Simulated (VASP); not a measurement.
# WC (zincblende type) (F-43m) in VASP: a series of runs

The runs below take WC (zincblende type) through relaxation of cell and atoms, with PBE.

All numbers are computed with VASP 6.6.1; they aren't measurements. Logs are shortened: lines on timing, memory, paths and dates and some standing lists are left out, and cuts for length are marked.

## 1. The cell of the first run

It takes space group F-43m (No. 216, cubic). The conventional cell has a = 4.357 Å, b = 4.357 Å, c = 4.357 Å, α = 90.00°, β = 90.00°, γ = 90.00°. W (site symmetry -43m) has 4 C at 1.89 Å within 2.5 Å. Within 2.5 Å of C (site symmetry -43m) lie 4 W at 1.89 Å.

## 2. Relaxation of cell and atoms, PBE, target pressure 76 GPa, at which the enthalpy is minimised

Input file INCAR:

```
ALGO     = Normal         # electronic algorithm
EDIFF    = 1E-6           # SCF threshold, eV
EDIFFG   = -0.005         # ionic threshold
ENCUT    = 600            # plane-wave cutoff, eV
GGA      = PE             # functional
IBRION   = 2              # ionic algorithm
ISIF     = 3              # what is computed and relaxed
ISMEAR   = -1             # smearing method
LASPH    = True           # aspherical terms in the spheres
LCHARG   = False          # write CHGCAR
LREAL    = False          # projectors in reciprocal space
LWAVE    = False          # write WAVECAR
NELM     = 100            # most SCF steps
NSW      = 60             # ionic steps
PREC     = Accurate       # precision mode
PSTRESS  = 760.0        
SIGMA    = 0.08           # smearing width, eV
```

Input file KPOINTS:

```
k-points
0
Gamma
  14 14 14
```

Input file POSCAR:

```
WC
1.0
    0.0000000000      2.1784886382      2.1784886382
    2.1784886382      0.0000000000      2.1784886382
    2.1784886382      2.1784886382      0.0000000000
W C
1 1
Direct
    0.0000000000      0.0000000000      0.0000000000
    0.2500000000      0.2500000000      0.2500000000
```

Potentials or basis: VASP PAW PBE potentials, release 64 (W_sv, C).

Command:

```
$ cat potpaw_PBE.64/W_sv/POTCAR potpaw_PBE.64/C/POTCAR > POTCAR
$ mpirun -np 1 vasp_std > vasp.out
```

OUTCAR:

```text
EDIFF = 1E-6
   EDIFFG = -0.005
   ENCUT = 600
   GGA = PE
   IBRION = 2
   ISIF = 3
   ISMEAR = -1
   LASPH = True
   LREAL = False
   NELM = 100
   NSW = 60
   PREC = Accurate
   PSTRESS = 760.0

 ion  position               nearest neighbor table
   1  0.000  0.000  0.000-   2 1.89   2 1.89   2 1.89   2 1.89
   2  0.250  0.250  0.250-   1 1.89   1 1.89   1 1.89   1 1.89

  LATTYP: Found a face centered cubic cell.
 ALAT       =     4.3569772764

  Lattice vectors:

 A1 = (   0.0000000000,   2.1784886382,   2.1784886382)
 A2 = (   2.1784886382,   0.0000000000,   2.1784886382)
 A3 = (   2.1784886382,   2.1784886382,   0.0000000000)

Analysis of symmetry for initial positions (statically):
=====================================================================
 Subroutine PRICEL returns:
 Original cell was already a primitive cell.

 Routine SETGRP: Setting up the symmetry group for a
 face centered cubic supercell.

 Subroutine GETGRP returns: Found 24 space group operations
 (whereof 24 operations were pure point group operations)
 out of a pool of 48 trial point group operations.

The static configuration has the point symmetry T_d .

Analysis of symmetry for dynamics (positions and initial velocities):
=====================================================================
 Subroutine PRICEL returns:
 Original cell was already a primitive cell.

 Routine SETGRP: Setting up the symmetry group for a
 face centered cubic supercell.

 Subroutine GETGRP returns: Found 24 space group operations
 (whereof 24 operations were pure point group operations)
 out of a pool of 48 trial point group operations.

The dynamic configuration has the point symmetry T_d .

 Subroutine INISYM returns: Found 24 space group operations
 (whereof 24 operations are pure point group operations),
 and found     1 'primitive' translations

----------------------------------------------------------------------------------------

                                     Primitive cell

  volume of cell :      20.6774

  direct lattice vectors                    reciprocal lattice vectors
     0.000000000  2.178488638  2.178488638    -0.229516919  0.229516919  0.229516919
     2.178488638  0.000000000  2.178488638     0.229516919 -0.229516919  0.229516919
     2.178488638  2.178488638  0.000000000     0.229516919  0.229516919 -0.229516919

  length of vectors
     3.080848178  3.080848178  3.080848178     0.397534965  0.397534965  0.397534965

  position of ions in fractional coordinates (direct lattice)
     0.000000000  0.000000000  0.000000000
     0.250000000  0.250000000  0.250000000

  ion indices of the primitive-cell ions
   primitive index   ion index
                 1           1
                 2           2

----------------------------------------------------------------------------------------

 KPOINTS: k-points

Automatic generation of k-mesh.
 Grid dimensions read from file:
 generate k-points for:   14   14   14

 Generating k-lattice:

  Cartesian coordinates                     Fractional coordinates (reciprocal lattice)
    -0.016394066  0.016394066  0.016394066     0.071428571  0.000000000  0.000000000
     0.016394066 -0.016394066  0.016394066     0.000000000  0.071428571  0.000000000
     0.016394066  0.016394066 -0.016394066     0.000000000  0.000000000  0.071428571

  Length of vectors
     0.028395355  0.028395355  0.028395355

  Shift w.r.t. Gamma in fractional coordinates (k-lattice)
     0.000000000  0.000000000  0.000000000

 Subroutine IBZKPT returns following result:
 ===========================================

 Found    104 irreducible k-points:

 Following reciprocal coordinates:
            Coordinates               Weight
  0.000000  0.000000  0.000000      1.000000
  0.071429  0.000000  0.000000      8.000000
  0.142857  0.000000  0.000000      8.000000
  0.214286  0.000000  0.000000      8.000000
  0.285714  0.000000  0.000000      8.000000
  0.357143  0.000000  0.000000      8.000000
[... 16 lines left out ...]
  0.214286  0.142857  0.000000     24.000000
  0.285714  0.142857  0.000000     24.000000
 [... further k-points ...]
   k-points           NKPTS =    104   k-points in BZ     NKDIM =    104   number of bands    NBANDS=     13
   number of dos      NEDOS =    301   number of ions     NIONS =      2
   total plane-waves  NPLWV =  21952
   dimension x,y,z NGX =    28 NGY =   28 NGZ =   28
   dimension x,y,z NGXF=    56 NGYF=   56 NGZF=   56
   ions per type =               1   1
   NGX,Y,Z   is equivalent  to a cutoff of  15.11, 15.11, 15.11 a.u.
   NGXF,Y,Z  is equivalent  to a cutoff of  30.22, 30.22, 30.22 a.u.
 SYSTEM =  unknown system
   PREC   = accura    normal or accurate (medium, high low for compatibility)
   ISTART =      0    job   : 0-new  1-cont  2-samecut
   ICHARG =      2    charge: 1-file 2-atom 10-const
   ISPIN  =      1    spin polarized calculation?
   LNONCOLLINEAR =      F non collinear calculations
   LSORBIT =      F    spin-orbit coupling
   LASPH  =      T    aspherical Exc in radial PAW
   ENCUT  =  600.0 eV  44.10 Ry    6.64 a.u.   6.15  6.15  6.15*2*pi/ulx,y,z
   NELM   =    100;   NELMIN=  2; NELMDL= -5     # of ELM steps
   EDIFF  = 0.1E-05   stopping-criterion for ELM
   LREAL  =      F    real-space projection
   EDIFFG = -.5E-02   stopping-criterion for IOM
   NSW    =     60    number of steps for IOM
   IBRION =      2    ionic relax: 0-MD 1-quasi-New 2-CG
   NFREE  =      1    steps in history (QN), initial steepest desc. (CG)
   ISIF   =      3    stress and relaxation
   ISYM   =      2    0-nonsym 1-usesym 2-fastsym
   POTIM  = 0.5000    time-step for ionic-motion
   TEBEG  =    0.0;   TEEND  =   0.0 temperature during run
   PSTRESS=  760.0 pullay stress
   NELECT =      18.0000    total number of electrons
   NUPDOWN=      -1.0000    fix difference up-down
   EMIN   =  10.00;   EMAX   =-10.00  energy-range for DOS
   EFERMI =   0.00;   METHOD = LEGACY
   ISMEAR =    -1;   SIGMA  =   0.08  broadening in eV -4-tet -1-fermi 0-gaus
   EFERMI_NEDOS =   21; number of points for ismear=-14 and -15
   IALGO  =     38    algorithm
   IMIX   =      4    mixing-type and parameters
     AMIX     =   0.40;   BMIX     =  1.00
     AMIX_MAG =   1.60;   BMIX_MAG =  1.00
  volume/ion in A,a.u.               =      10.34        69.77
  Fermi-wavevector in a.u.,A,eV,Ry     =   1.563149  2.953923 33.244947  2.443435
  Thomas-Fermi vector in A             =   2.665963
   LORBIT       =      0    0 simple, 1 ext, 2 COOP (PROOUT), +10 PAW based schemes
   GGA     = PE    functional components
   LHFCALC =     F    Hartree Fock is set to
   AEXX    =    0.0000 exact exchange contribution
   IVDW    =     0    specifies the selected vdW correction
   LEPSILON=     F    determine dielectric tensor
   LRPA    =     F    only Hartree local field effects (RPA)
 conjugate gradient relaxation of ions
 non-spin polarized calculation
  energy-cutoff  :      600.00
  volume of cell :       20.68
 maximum number of plane-waves:       701
 NGX is ok and might be reduce to    28
   NGX = 13   NGY = 13   NGZ = 13

--------------------------------------- Ionic step        1  -------------------------------------------

 number of electron      18.0000001 magnetization

 Free energy of the ion-electron system (eV)
  ---------------------------------------------------
  ext. energy  EPLUGINS =         0.00000000
  ---------------------------------------------------
  free energy    TOTEN  =       -19.78742907 eV

  energy without entropy =      -19.77160538  energy(sigma->0) =      -19.77951723

------------------------ aborting loop because EDIFF is reached ----------------------------------------

  FORCE on cell =-STRESS in cart. coord.  units (eV):
  Direction    XX          YY          ZZ          XY          YZ          ZX
  --------------------------------------------------------------------------------------
  -------------------------------------------------------------------------------------
  Total       12.3874735     12.3874735     12.3874735      0.0000000      0.0000000      0.0000000
  in kB      959.8368713    959.8368713    959.8368713      0.0000000      0.0000000      0.0000000
  external PRESSURE =     199.8368713 kB  Pullay stress =     760.0000000 kB

 VOLUME and BASIS-vectors are now :
 -----------------------------------------------------------------------------
  energy-cutoff  :      600.00
  volume of cell :       20.68
      direct lattice vectors                 reciprocal lattice vectors
     0.000000000  2.178488638  2.178488638    -0.229516919  0.229516919  0.229516919
     2.178488638  0.000000000  2.178488638     0.229516919 -0.229516919  0.229516919
     2.178488638  2.178488638  0.000000000     0.229516919  0.229516919 -0.229516919
[... 8 lines left out ...]
  FREE ENERGIE OF THE ION-ELECTRON SYSTEM (eV)
  ---------------------------------------------------
  free  energy   TOTEN  =       -19.7874290681 eV

  energy  without entropy=      -19.7716053840  energy(sigma->0) =      -19.77951723

  enthalpy is  TOTEN    =        -9.9790124775 eV   P V=        9.8084165907

--------------------------------------- Ionic step        2  -------------------------------------------

 number of electron      17.9999998 magnetization

 E-fermi :   9.4355     XC(G=0): -12.5587

 val. band max:        9.4202328349   @ k =  -0.3571   0.0714   0.0000
 cond. band min:       9.4367624363   @ k =  -0.2857   0.3571   0.0714
 fundamental gap:      0.0165296014
 Fermi energy:         9.4355339403

 k-point     1 :       0.0000    0.0000    0.0000
  band No.  band energies     occupation
      1     -65.2494      2.00000
      2     -29.3954      2.00000
      3     -29.3954      2.00000
      4     -29.3954      2.00000
      5      -4.5908      2.00000
      6       3.5485      2.00000
      7       3.5485      2.00000
      8       3.5485      2.00000
      9       9.4135      1.13711
     10       9.4135      1.13711
     11      12.2444      0.00000
     12      17.2601      0.00000
     13      17.2601      0.00000

 k-point     2 :       0.0714    0.0000    0.0000
  band No.  band energies     occupation
      1     -65.2485      2.00000
      2     -29.4141      2.00000
      3     -29.3982      2.00000
      4     -29.3982      2.00000
      5      -4.4871      2.00000
      6       3.4622      2.00000
      7       3.6036      2.00000
      8       3.6036      2.00000
      9       9.3518      1.48006
     10       9.3518      1.48006
     11      12.4900      0.00000
[... 421 lines left out ...]
  FREE ENERGIE OF THE ION-ELECTRON SYSTEM (eV)
  ---------------------------------------------------
  free  energy   TOTEN  =       -20.2021367587 eV

  energy  without entropy=      -20.1855116294  energy(sigma->0) =      -20.19382419

  enthalpy is  TOTEN    =       -10.0230070833 eV   P V=       10.1791296755

--------------------------------------- Ionic step        4  -------------------------------------------

 number of electron      18.0000001 magnetization

 Free energy of the ion-electron system (eV)
  ---------------------------------------------------
  ext. energy  EPLUGINS =         0.00000000
  ---------------------------------------------------
  free energy    TOTEN  =       -20.17815611 eV

  energy without entropy =      -20.16158561  energy(sigma->0) =      -20.16987086

 E-fermi :  11.4439     XC(G=0): -13.3518

 val. band max:       11.4406961340   @ k =  -0.2857   0.3571   0.0714
 cond. band min:      11.4870064776   @ k =   0.5000   0.1429   0.0714
 fundamental gap:      0.0463103436
 Fermi energy:        11.4438929492

 k-point     1 :       0.0000    0.0000    0.0000
  band No.  band energies     occupation
      1     -63.0633      2.00000
      2     -27.2518      2.00000
      3     -27.2518      2.00000
      4     -27.2518      2.00000
      5      -3.6124      2.00000
      6       4.5849      2.00000
      7       4.5849      2.00000
      8       4.5849      2.00000
      9      11.4105      1.20590
     10      11.4105      1.20590
     11      14.6433      0.00000
     12      20.0538      0.00000
     13      20.0538      0.00000

 k-point     2 :       0.0714    0.0000    0.0000
  band No.  band energies     occupation
      1     -63.0613      2.00000
      2     -27.2855      2.00000
      3     -27.2566      2.00000
      4     -27.2566      2.00000
      5      -3.4825      2.00000
      6       4.5025      2.00000
      7       4.6518      2.00000
      8       4.6518      2.00000
      9      11.3266      1.62493
     10      11.3266      1.62493
     11      14.8997      0.00000
[... 376 lines left out ...]
 POSITION                                       TOTAL-FORCE (eV/Angst)
 -----------------------------------------------------------------------------------
      0.00000      0.00000      0.00000         0.000000      0.000000      0.000000
      1.10192      1.10192      1.10192        -0.000000     -0.000000     -0.000000
 -----------------------------------------------------------------------------------
    total drift:                                0.000000      0.000000      0.000000

  FREE ENERGIE OF THE ION-ELECTRON SYSTEM (eV)
  ---------------------------------------------------
  free  energy   TOTEN  =       -20.1781561086 eV

  energy  without entropy=      -20.1615856066  energy(sigma->0) =      -20.16987086

  enthalpy is  TOTEN    =       -10.0232291380 eV   P V=       10.1549269706

 reached required accuracy - stopping structural energy minimisation
```

Wall time 1.7 min (1 thread of Intel Xeon 6975P-C (Granite Rapids), shared host); peak memory 0.19 GiB.

Results:

* Free energy: -20.1782 eV
* Relaxed volume: 10.70 Å³/atom
* Relaxed cell: a = 3.117 Å, b = 3.117 Å, c = 3.117 Å, α = 60.00°, β = 60.00°, γ = 60.00°
* Space group after relaxing (to 0.1 Å): F-43m (No. 216)
* Energy change on relaxing (the run minimises the enthalpy): -195.4 meV/atom
* Ionic steps: 4
* Pressure after relaxing: 76.0 GPa
* Band gap on the k mesh: zero (bands 9 and 10 overlap by 1.76 eV)

The path:
```csv
step,energy change (eV),largest force (eV/Å),pressure (GPa),volume (Å³)
1,0.0000,0.0000,95.98,20.68
2,-1.2645,0.0000,14.01,24.78
3,-0.4147,0.0000,74.67,21.46
4,-0.3907,0.0000,75.96,21.41
```

Final structure:
```
W C
1.0
     0.00000    2.20385    2.20385
     2.20385    0.00000    2.20385
     2.20385    2.20385    0.00000
W C
1 1
Cartesian
  0.0000 0.0000 0.0000
  1.1019 1.1019 1.1019
```

Caveat: the cell is relaxed towards a set pressure, so the run minimises the enthalpy, not the energy; spin-orbit coupling is left out, which moves the levels of the heavy elements.

## 3. Relaxation of cell and atoms, PBE, target pressure 76 GPa, at which the enthalpy is minimised

This run uses another cell than the first one, of 10.67 Å³/atom.

Input file INCAR:

```
PREC = Accurate
ENCUT = 600
EDIFF = 1E-6
ISMEAR = -1
SIGMA = 0.08
LREAL = False
LASPH = True
NELM = 80
ALGO = Normal
ISIF = 3
LWAVE = False
LCHARG = False
GGA = PE
IBRION = 2
NSW = 32
EDIFFG = -0.005
PSTRESS = 760.0
```

Input file KPOINTS:

```
Automatic mesh
0
Gamma
  14 14 14
```

Input file POSCAR:

```
WC
1.0
    0.0000000000      2.2018265425      2.2018265425
    2.2018265425      0.0000000000      2.2018265425
    2.2018265425      2.2018265425      0.0000000000
W C
1 1
Direct
    0.0000000000      0.0000000000      0.0000000000
    0.2500000000      0.2500000000      0.2500000000
```

Potentials or basis: VASP PAW PBE potentials, release 64 (W_sv, C).

Command:

```
$ cat potpaw_PBE.64/W_sv/POTCAR potpaw_PBE.64/C/POTCAR > POTCAR
$ mpirun -np 1 vasp_std > vasp.out
```

Wall time 66 s (1 thread of Intel Xeon 6975P-C (Granite Rapids), shared host); peak memory 0.19 GiB.

It converged, with:

| Item | Value |
| --- | --- |
| Free energy | -20.1778 eV |
| Relaxed volume | 10.70 Å³/atom |
| Relaxed cell | a = 3.117 Å, b = 3.117 Å, c = 3.117 Å, α = 60.00°, β = 60.00°, γ = 60.00° |
| Space group after relaxing (to 0.1 Å) | F-43m (No. 216) |
| Energy change on relaxing (the run minimises the enthalpy) | -13.5 meV/atom |
| Ionic steps | 3 |
| Pressure after relaxing | 76.0 GPa |
| Band gap on the k mesh | zero (bands 9 and 10 overlap by 1.76 eV) |

Step by step:
| step | energy change (eV) | largest force (eV/Å) | pressure (GPa) | volume (Å³) |
| --- | --- | --- | --- | --- |
| 1 | 0.0000 | 0.0000 | 77.45 | 21.35 |
| 2 | -0.1374 | 0.0000 | 70.02 | 21.65 |
| 3 | -0.0270 | 0.0000 | 75.99 | 21.41 |

Final structure:
```cif
data_structure
_symmetry_space_group_name_H-M 'P 1'
_symmetry_Int_Tables_number 1
_cell_length_a 3.1166
_cell_length_b 3.1166
_cell_length_c 3.1166
_cell_angle_alpha 60.000
_cell_angle_beta 60.000
_cell_angle_gamma 60.000
_cell_volume 21.41
loop_
_atom_site_label
_atom_site_type_symbol
_atom_site_fract_x
_atom_site_fract_y
_atom_site_fract_z
_atom_site_occupancy
W1 W 0.00000 0.00000 0.00000 1
C1 C 0.25000 0.25000 0.25000 1
```

Levels at points of the mesh, in eV from the Fermi level:
```csv
k point,band 6,band 7,band 8,band 9,band 10,band 11,band 12,band 13
"(0.00, 0.00, 0.00)",-6.86,-6.86,-6.86,-0.03,-0.03,3.20,8.61,8.61
"(0.50, 0.00, 0.00)",-6.12,-6.00,-6.00,1.14,1.14,1.63,5.99,5.99
"(0.50, 0.50, 0.00)",-8.86,-2.94,-2.94,-2.48,2.11,2.63,3.47,3.47
```

Caveat: the cell is relaxed towards a set pressure, so the run minimises the enthalpy, not the energy; spin-orbit coupling is left out, which moves the levels of the heavy elements.

The gap in the log of VASP goes by the Fermi energy; the results here count the filled bands.